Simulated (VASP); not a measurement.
# H6C2O in VASP: further runs

Runs on H6C2O. Level: PBE+D3(BJ). Tasks: relaxation of the atoms, single point.

All numbers are computed with VASP 6.6.1; they aren't measurements. Logs are shortened: lines on timing, memory, paths and dates and some standing lists are left out, and cuts for length are marked.

**1. The cell of the first run**

The cell holds a disordered packing, 36 atoms: a = 7.042 Å, b = 7.042 Å, c = 7.042 Å, α = 90.00°, β = 90.00°, γ = 90.00°.

**2. Relaxation of the atoms, PBE+D3(BJ)**

The input, INCAR:

```
SYSTEM = H6C2O
ALGO     = Normal         ! electronic algorithm
EDIFF    = 1E-6           ! SCF threshold, eV
EDIFFG   = -0.3           ! ionic threshold
ENCUT    = 520            ! plane-wave cutoff, eV
GGA      = PE             ! functional
IBRION   = 2              ! ionic algorithm
ISIF     = 2              ! what is computed and relaxed
ISMEAR   = -1             ! smearing method
IVDW     = 12             ! dispersion correction
LASPH    = .True.         ! aspherical terms in the spheres
LCHARG   = .False.        ! write CHGCAR
LREAL    = Auto         
LWAVE    = .False.        ! write WAVECAR
NELM     = 60             ! most SCF steps
NSW      = 35             ! ionic steps
PREC     = Accurate       ! precision mode
SIGMA    = 0.02           ! smearing width, eV
```

The input, KPOINTS:

```
k-points
0
Gamma
  1 1 1
  0 0 0
```

The input, POSCAR:

```
H6C2O
1.0
    7.0419250000      0.0000000000      0.0000000000
    0.0000000000      7.0419250000      0.0000000000
    0.0000000000      0.0000000000      7.0419250000
C O H
8 4 24
Direct
    0.5156614000     -0.0226114000      0.8595380000
    0.5450589000      0.1508214000      0.9826436000
    0.7684012000      0.4863760000      0.5298857000
    0.5905768000      0.6009659000      0.5665707000
    0.1342621000      0.2859122000      0.5849189000
    0.0920371000      0.1290925000      0.4444811000
    0.0874809000      0.4954310000      0.0125545000
    0.1652039000      0.6954016000      0.0208647000
    0.3738283000      0.2588979000      0.9752451000
    0.4424958000      0.5183827000      0.4556329000
    0.0866876000     -0.0445198000      0.5488138000
    0.0789867000      0.7863008000      0.1801101000
    0.3914508000      0.3707340000      1.0540363000
    0.5776503000      0.1078574000      1.1291388000
    0.6660313000      0.2342493000      0.9299710000
    0.6427132000     -0.1118505000      0.8592863000
    0.3962211000     -0.1058758000      0.9128053000
    0.4844973000      0.0203662000      0.7138737000
    0.3275656000      0.5911908000      0.4783470000
    0.5549231000      0.5977101000      0.7185153000
    0.6135862000      0.7501405000      0.5267405000
    0.8878540000      0.5429203000      0.6113695000
    0.7456239000      0.3385401000      0.5706548000
    0.8042174000      0.4907898000      0.3791074000
    0.0596069000     -0.1461772000      0.4596044000
   -0.0444222000      0.1557871000      0.3735219000
    0.2024198000      0.1245452000      0.3341909000
    0.1402645000      0.4235258000      0.5132788000
    0.0238423000      0.2909474000      0.6936317000
    0.2703915000      0.2597426000      0.6543474000
    0.1281578000      0.9150121000      0.1865532000
    0.3205546000      0.6921127000      0.0358413000
    0.1322022000      0.7714397000     -0.1114155000
    0.1484883000      0.4178257000     -0.1072844000
    0.1214510000      0.4198025000      0.1435610000
   -0.0666780000      0.4990354000     -0.0035211000
```

Potentials or basis: VASP PAW PBE potentials, release 64 (C, O, H).

Launch:

```bash
> cat potpaw_PBE.64/C/POTCAR potpaw_PBE.64/O/POTCAR potpaw_PBE.64/H/POTCAR > POTCAR
> mpirun -np 1 vasp_gam > vasp.out
```

OUTCAR:

```text
SYSTEM = H6C2O
   EDIFF = 1E-6
   EDIFFG = -0.3
   ENCUT = 520
   GGA = PE
   IBRION = 2
   ISIF = 2
   ISMEAR = -1
   IVDW = 12
   LASPH = .True.
   LREAL = Auto
   NELM = 60
   NSW = 35
   PREC = Accurate
 IVDW          = 12

 ion  position               nearest neighbor table
   1  0.516  0.977  0.860-  17 1.09  18 1.09  16 1.09   2 1.51
   2  0.545  0.151  0.983-  15 1.10  14 1.10   9 1.43   1 1.51
   3  0.768  0.486  0.530-  24 1.09  23 1.09  22 1.09   4 1.51
   4  0.591  0.601  0.567-  21 1.10  20 1.10  10 1.43   3 1.51
   5  0.134  0.286  0.585-  29 1.09  30 1.09  28 1.09   6 1.51
   6  0.092  0.129  0.444-  27 1.10  26 1.10  11 1.43   5 1.51
   7  0.087  0.495  0.013-  35 1.09  36 1.09  34 1.09   8 1.51
   8  0.165  0.695  0.021-  32 1.10  33 1.10  12 1.43   7 1.51
   9  0.374  0.259  0.975-  13 0.97   2 1.43
  10  0.442  0.518  0.456-  19 0.97   4 1.43
  11  0.087  0.955  0.549-  25 0.97   6 1.43
  12  0.079  0.786  0.180-  31 0.97   8 1.43
  13  0.391  0.371  0.054-   9 0.97
  14  0.578  0.108  0.129-   2 1.10
  15  0.666  0.234  0.930-   2 1.10
  16  0.643  0.888  0.859-   1 1.09
  17  0.396  0.894  0.913-   1 1.09
  18  0.484  0.020  0.714-   1 1.09
[... 16 lines left out ...]
  35  0.121  0.420  0.144-   7 1.09
  36  0.933  0.499  0.996-   7 1.09

  LATTYP: Found a simple cubic cell.
 ALAT       =     7.0419250000

  Lattice vectors:

 A1 = (   7.0419250000,   0.0000000000,   0.0000000000)
 A2 = (   0.0000000000,   7.0419250000,   0.0000000000)
 A3 = (   0.0000000000,   0.0000000000,   7.0419250000)

Analysis of symmetry for initial positions (statically):
=====================================================================
 Subroutine PRICEL returns:
 Original cell was already a primitive cell.

 Routine SETGRP: Setting up the symmetry group for a
 simple cubic supercell.

 Subroutine GETGRP returns: Found  1 space group operations
 (whereof  1 operations were pure point group operations)
 out of a pool of 48 trial point group operations.

The static configuration has the point symmetry C_1 .

Analysis of symmetry for dynamics (positions and initial velocities):
=====================================================================
 Subroutine PRICEL returns:
 Original cell was already a primitive cell.

 Routine SETGRP: Setting up the symmetry group for a
 simple cubic supercell.

 Subroutine GETGRP returns: Found  1 space group operations
 (whereof  1 operations were pure point group operations)
 out of a pool of 48 trial point group operations.

The dynamic configuration has the point symmetry C_1 .

 Subroutine INISYM returns: Found  1 space group operations
 (whereof  1 operations are pure point group operations),
 and found     1 'primitive' translations

----------------------------------------------------------------------------------------

                                     Primitive cell

  volume of cell :     349.2000

  direct lattice vectors                    reciprocal lattice vectors
     7.041925000  0.000000000  0.000000000     0.142006625  0.000000000  0.000000000
     0.000000000  7.041925000  0.000000000     0.000000000  0.142006625  0.000000000
     0.000000000  0.000000000  7.041925000     0.000000000  0.000000000  0.142006625

  length of vectors
     7.041925000  7.041925000  7.041925000     0.142006625  0.142006625  0.142006625

  position of ions in fractional coordinates (direct lattice)
     0.515661400  0.977388600  0.859538000
     0.545058900  0.150821400  0.982643600
     0.768401200  0.486376000  0.529885700
     0.590576800  0.600965900  0.566570700
     0.134262100  0.285912200  0.584918900
     0.092037100  0.129092500  0.444481100
[... 28 lines left out ...]
     0.121451000  0.419802500  0.143561000
     0.933322000  0.499035400  0.996478900

  ion indices of the primitive-cell ions
   primitive index   ion index
                 1           1
                 2           2
                 3           3
                 4           4
                 5           5
                 6           6
[... 28 lines left out ...]
                35          35
                36          36

----------------------------------------------------------------------------------------

 KPOINTS: k-points

Automatic generation of k-mesh.
 Grid dimensions read from file:
 generate k-points for:    1    1    1

 Generating k-lattice:

  Cartesian coordinates                     Fractional coordinates (reciprocal lattice)
     0.142006625  0.000000000  0.000000000     1.000000000  0.000000000  0.000000000
     0.000000000  0.142006625  0.000000000     0.000000000  1.000000000  0.000000000
     0.000000000  0.000000000  0.142006625     0.000000000  0.000000000  1.000000000

  Length of vectors
     0.142006625  0.142006625  0.142006625

  Shift w.r.t. Gamma in fractional coordinates (k-lattice)
     0.000000000  0.000000000  0.000000000

 Subroutine IBZKPT returns following result:
 ===========================================

 Found      1 irreducible k-points:

 Following reciprocal coordinates:
            Coordinates               Weight
  0.000000  0.000000  0.000000      1.000000
   k-points           NKPTS =      1   k-points in BZ     NKDIM =      1   number of bands    NBANDS=     59
   number of dos      NEDOS =    301   number of ions     NIONS =     36
   total plane-waves  NPLWV = 157464
   dimension x,y,z NGX =    54 NGY =   54 NGZ =   54
   dimension x,y,z NGXF=   108 NGYF=  108 NGZF=  108
   ions per type =               8   4  24
   NGX,Y,Z   is equivalent  to a cutoff of  12.75, 12.75, 12.75 a.u.
   NGXF,Y,Z  is equivalent  to a cutoff of  25.50, 25.50, 25.50 a.u.
 SYSTEM =  H6C2O
   PREC   = accura    normal or accurate (medium, high low for compatibility)
   ISTART =      0    job   : 0-new  1-cont  2-samecut
   ICHARG =      2    charge: 1-file 2-atom 10-const
   ISPIN  =      1    spin polarized calculation?
   LNONCOLLINEAR =      F non collinear calculations
   LSORBIT =      F    spin-orbit coupling
   LASPH  =      T    aspherical Exc in radial PAW
   ENCUT  =  520.0 eV  38.22 Ry    6.18 a.u.  13.09 13.09 13.09*2*pi/ulx,y,z
   NELM   =     60;   NELMIN=  2; NELMDL= -5     # of ELM steps
   EDIFF  = 0.1E-05   stopping-criterion for ELM
   LREAL  =      T    real-space projection
   EDIFFG = -.3E+00   stopping-criterion for IOM
   NSW    =     35    number of steps for IOM
   IBRION =      2    ionic relax: 0-MD 1-quasi-New 2-CG
   NFREE  =      1    steps in history (QN), initial steepest desc. (CG)
   ISIF   =      2    stress and relaxation
   ISYM   =      2    0-nonsym 1-usesym 2-fastsym
   POTIM  = 0.5000    time-step for ionic-motion
   TEBEG  =    0.0;   TEEND  =   0.0 temperature during run
   PSTRESS=    0.0 pullay stress
   NELECT =      80.0000    total number of electrons
   NUPDOWN=      -1.0000    fix difference up-down
   EMIN   =  10.00;   EMAX   =-10.00  energy-range for DOS
   EFERMI =   0.00;   METHOD = LEGACY
   ISMEAR =    -1;   SIGMA  =   0.02  broadening in eV -4-tet -1-fermi 0-gaus
   EFERMI_NEDOS =   21; number of points for ismear=-14 and -15
   IALGO  =     38    algorithm
   IMIX   =      4    mixing-type and parameters
     AMIX     =   0.40;   BMIX     =  1.00
     AMIX_MAG =   1.60;   BMIX_MAG =  1.00
  volume/ion in A,a.u.               =       9.70        65.46
  Fermi-wavevector in a.u.,A,eV,Ry     =   1.001721  1.892978 13.652697  1.003445
  Thomas-Fermi vector in A             =   2.134161
   LORBIT       =      0    0 simple, 1 ext, 2 COOP (PROOUT), +10 PAW based schemes
   GGA     = PE    functional components
   LHFCALC =     F    Hartree Fock is set to
   AEXX    =    0.0000 exact exchange contribution
   IVDW    =    12    specifies the selected vdW correction
   LEPSILON=     F    determine dielectric tensor
   LRPA    =     F    only Hartree local field effects (RPA)
 conjugate gradient relaxation of ions
 non-spin polarized calculation
  energy-cutoff  :      520.00
  volume of cell :      349.20
 maximum number of plane-waves:      4718
 NGX is ok and might be reduce to    54
   NGX = 27   NGY = 27   NGZ = 27

--------------------------------------- Ionic step        1  -------------------------------------------

 number of electron      79.9999999 magnetization

 Free energy of the ion-electron system (eV)
  ---------------------------------------------------
  ext. energy  EPLUGINS =         0.00000000
  ---------------------------------------------------
  free energy    TOTEN  =      -186.93622328 eV

  energy without entropy =     -186.93622328  energy(sigma->0) =     -186.93622328

------------------------ aborting loop because EDIFF is reached ----------------------------------------

 Edisp (eV)   -1.46925

 E8    (eV) :    -0.3218

  FORCE on cell =-STRESS in cart. coord.  units (eV):
  Direction    XX          YY          ZZ          XY          YZ          ZX
  --------------------------------------------------------------------------------------
  -------------------------------------------------------------------------------------
  Total       6.40175     5.32894     2.01702    -1.04454     0.47282    -0.26247
  in kB      29.37212    24.44993     9.25439    -4.79248     2.16938    -1.20423
  external pressure =       21.03 kB  Pullay stress =        0.00 kB
[... 199 lines left out ...]
  FREE ENERGIE OF THE ION-ELECTRON SYSTEM (eV)
  ---------------------------------------------------
  free  energy   TOTEN  =      -188.4539982293 eV

  energy  without entropy=     -188.4539982293  energy(sigma->0) =     -188.45399823

[... ionic steps 4 to 28 ...]

--------------------------------------- Ionic step       29  -------------------------------------------

 number of electron      79.9999996 magnetization

------------------------ aborting loop because EDIFF is reached ----------------------------------------

 Edisp (eV)   -1.44339

 E8    (eV) :    -0.3136
[... 137 lines left out ...]
  energy  without entropy=     -189.2963617131  energy(sigma->0) =     -189.29636171

--------------------------------------- Ionic step       31  -------------------------------------------

 number of electron      79.9999994 magnetization

 Free energy of the ion-electron system (eV)
  ---------------------------------------------------
  ext. energy  EPLUGINS =         0.00000000
  ---------------------------------------------------
  free energy    TOTEN  =      -187.87442576 eV

  energy without entropy =     -187.87442576  energy(sigma->0) =     -187.87442576

 E-fermi :  -2.0171     XC(G=0):  -6.9173

 val. band max:       -2.5615704744   @ k =   0.0000   0.0000   0.0000
 cond. band min:       2.3085888461   @ k =   0.0000   0.0000   0.0000
 fundamental gap:      4.8701593205
 Fermi energy:        -2.0171025509

 k-point     1 :       0.0000    0.0000    0.0000
  band No.  band energies     occupation
      1     -22.4501      2.00000
      2     -22.0039      2.00000
      3     -21.8631      2.00000
      4     -21.6108      2.00000
      5     -15.3410      2.00000
      6     -15.2131      2.00000
[... 44 lines left out ...]
     51       5.7840      0.00000
     52       6.0345      0.00000
 [bands above 52 left out]

------------------------ aborting loop because EDIFF is reached ----------------------------------------

 Edisp (eV)   -1.44251

 E8    (eV) :    -0.3133

  FORCE on cell =-STRESS in cart. coord.  units (eV):
  Direction    XX          YY          ZZ          XY          YZ          ZX
  --------------------------------------------------------------------------------------
  -------------------------------------------------------------------------------------
  Total      -0.19504     0.80072    -0.22635     0.06615     1.12157     0.30362
  in kB      -0.89487     3.67383    -1.03850     0.30351     5.14593     1.39307
  external pressure =        0.58 kB  Pullay stress =        0.00 kB
[... 51 lines left out ...]
  FREE ENERGIE OF THE ION-ELECTRON SYSTEM (eV)
  ---------------------------------------------------
  free  energy   TOTEN  =      -189.3169329250 eV

  energy  without entropy=     -189.3169329250  energy(sigma->0) =     -189.31693293

 reached required accuracy - stopping structural energy minimisation
```

Run time: 10 min. Hardware: 1 thread of Intel Xeon 6975P-C (Granite Rapids), shared host; peak memory 0.41 GiB.

What came out:

```
Free energy                  : -189.3169 eV
Energy gained by relaxing    : 25.3 meV/atom
Ionic steps                  : 31
Pressure after relaxing      : 0.1 GPa
Largest force after relaxing : 0.262 eV/Å
Band gap on the k mesh       : 4.87 eV
Dispersion energy per atom   : -0.040 eV
```

Forces in eV/Å, atoms in the order of the input:
```
C   -0.060 -0.051 -0.067
C    0.092 -0.046 -0.035
C    0.010  0.065  0.018
C   -0.071  0.056 -0.087
C   -0.074 -0.166 -0.098
C   -0.040 -0.095  0.076
C    0.055  0.040 -0.032
C    0.052  0.088  0.021
O   -0.055 -0.015 -0.008
O    0.039 -0.074  0.088
O    0.080  0.023 -0.137
O    0.068  0.006 -0.193
H    0.015  0.056  0.077
H    0.112  0.026  0.105
H    0.049  0.109  0.233
H    0.063  0.059 -0.047
H   -0.154 -0.076  0.115
H    0.079  0.084 -0.100
H    0.028  0.034 -0.137
H    0.011 -0.041 -0.029
H   -0.011 -0.005 -0.055
H   -0.093 -0.024  0.050
H   -0.072  0.001 -0.027
H   -0.065  0.016 -0.048
H   -0.064  0.047  0.158
H    0.102  0.094  0.120
H    0.025  0.127  0.024
H    0.139 -0.101  0.052
H    0.019 -0.086 -0.031
H   -0.040  0.005  0.053
H   -0.026  0.054 -0.044
H   -0.062 -0.094 -0.031
H   -0.027  0.080  0.037
H   -0.069 -0.109 -0.073
H    0.026  0.011  0.123
H   -0.078 -0.101 -0.072
```

The path:
```
step  energy change (eV)  largest force (eV/Å)  pressure (GPa)
   1              0.0000                0.8856            2.10
   2              0.0222                2.0217            1.49
   3             -0.0485                0.5657            1.78
   4             -0.1152                0.5098            1.48
   5             -0.1271                0.7646            1.29
   6             -0.1661                0.5836            1.27
   7             -0.2165                1.0440            1.24
   8             -0.2508                0.7042            1.12
   9             -0.2989                0.8027            0.79
  10             -0.3405                0.5948            0.82
  11             -0.4131                0.5737            0.89
  12             -0.4204                0.8608            0.92
  13             -0.4617                0.6334            0.89
  14             -0.5148                0.5808            0.81
  15             -0.5549                0.4738            0.75
  16             -0.5780                0.6874            0.65
  17             -0.6160                0.4145            0.55
  18             -0.6243                0.7079            0.47
  19             -0.6600                0.3091            0.36
  20             -0.6697                0.5950            0.27
  21             -0.7047                0.4295            0.27
  22             -0.7360                0.4169            0.26
  23             -0.7660                0.3751            0.28
  24             -0.7954                0.7303            0.33
  25             -0.8150                0.6154            0.30
  26             -0.8523                0.3088            0.23
  27             -0.8312                0.8573            0.08
  28             -0.8595                0.4271            0.19
  29             -0.8757                0.3213            0.18
  30             -0.8909                0.4388            0.15
  31             -0.9115                0.2617            0.06
```

Final structure:
```
C O H
1.0
     7.04192    0.00000    0.00000
     0.00000    7.04192    0.00000
     0.00000    0.00000    7.04192
C O H
8 4 24
Direct
  0.55779 0.99182 0.85278
  0.59160 0.14671 0.99717
  0.75830 0.50169 0.52239
  0.58031 0.61987 0.54022
  0.13612 0.24960 0.59984
  0.09501 0.09830 0.45216
  0.02966 0.50959 0.02690
  0.13743 0.69360 0.02613
  0.42452 0.26180 0.01773
  0.44685 0.56799 0.39225
  0.07521 0.91425 0.54002
  0.05907 0.81304 0.17377
  0.44551 0.35036 0.12228
  0.62880 0.08162 0.13464
  0.71251 0.23273 0.94647
  0.67984 0.89489 0.85013
  0.43156 0.90823 0.88524
  0.53708 0.04976 0.70987
  0.32759 0.63000 0.42492
  0.51396 0.59959 0.68083
  0.61671 0.77169 0.52671
  0.86899 0.56090 0.61498
  0.73563 0.35261 0.56255
  0.81334 0.50622 0.37663
  0.05602 0.82929 0.43005
  0.96302 0.13091 0.37263
  0.21353 0.09447 0.34840
  0.11668 0.39078 0.53673
  0.03518 0.23603 0.71787
  0.28084 0.23830 0.65546
  0.11856 0.93735 0.16144
  0.29042 0.67213 0.05325
  0.12170 0.76495 0.88706
  0.08229 0.42156 0.91083
  0.05012 0.42908 0.15828
  0.87759 0.53913 0.00881
```

Levels at points of the mesh, in eV from the valence-band top:
```csv
k point,band 37,band 38,band 39,band 40,band 41,band 42,band 43,band 44
"(0.00, 0.00, 0.00)",-0.69,-0.38,-0.23,0.00,4.87,6.18,6.34,6.66
```

Caveat: the k points lie up to 0.89 Å⁻¹ apart, too coarse for converged energies, forces and pressures; the relaxation stopped at a loose force limit of 0.3 eV/Å, so its end isn't a converged minimum.

(Part 1 of 2 ends here.)
